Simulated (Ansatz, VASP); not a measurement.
**One calculation of SnSe, two programs**

Contents of INCAR:

```
SYSTEM = SnSe
PREC = Accurate
ENCUT = 520
EDIFF = 1E-7
ISMEAR = 0
SIGMA = 0.023
LREAL = .FALSE.
LASPH = .TRUE.
NELM = 100
ALGO = Normal
ISIF = 2
LWAVE = .FALSE.
LCHARG = .FALSE.
GGA = PE
NBANDS = 17
```

The input KPOINTS:

```
Automatic mesh
0
G
  8 8 8
  0 0 0
```

File POSCAR:

```
SnSe
1.0
    0.0000000000      3.0100000000      3.0100000000
    3.0100000000      0.0000000000      3.0100000000
    3.0100000000      3.0100000000      0.0000000000
Sn Se
1 1
Direct
    0.0000000000      0.0000000000      0.0000000000
    0.5000000000      0.5000000000      0.5000000000
```

input.yaml

```yaml
crystal:
  lattice:
    - [0.0, 3.01, 3.01]
    - [3.01, 0.0, 3.01]
    - [3.01, 3.01, 0.0]
  atoms:
    - { symbol: Sn, position: [0.0, 0.0, 0.0] }
    - { symbol: Se, position: [0.5, 0.5, 0.5] }
hamiltonian:
  xc: pbe
  pseudopotentials: { kind: paw }
kpoints:
  mp_grid: { grid: [8, 8, 8] }
scf:
  occupations: { method: gaussian, width: 0.023 }
output:
  forces: true
  stress: true
  eigenvalues: true
```

Alike in both runs: task single point; functional PBE; k mesh 8 × 8 × 8; occupations gaussian, width 0.023 eV; no spin polarisation.

|  | VASP | Ansatz |
| --- | --- | --- |
| version | VASP 6.6.1 | Ansatz 0.2.0 |
| potentials or method | VASP PAW PBE potentials, release 64 (Sn_d, Se) | Ansatz PAW |
| plane-wave cutoff (eV) | 520 | 420 |
| valence electrons in the cell | 20 | 30 |

|  | VASP | Ansatz | Ansatz less VASP |
| --- | --- | --- | --- |
| gap on the k mesh at the Fermi level (eV) | 0.58 | 0.58 | -0.001 |
| least direct gap on the mesh (eV) | 0.58 | 0.58 | -0.001 |
| pressure (GPa) | 0.9 | 0.9 | 0.00 |

With one functional, cell and mesh, what is left measures potentials, basis and numerics. VASP's potentials hold 20 valence electrons a cell and Ansatz's 30, so a difference there can come from the potentials and not from the codes.
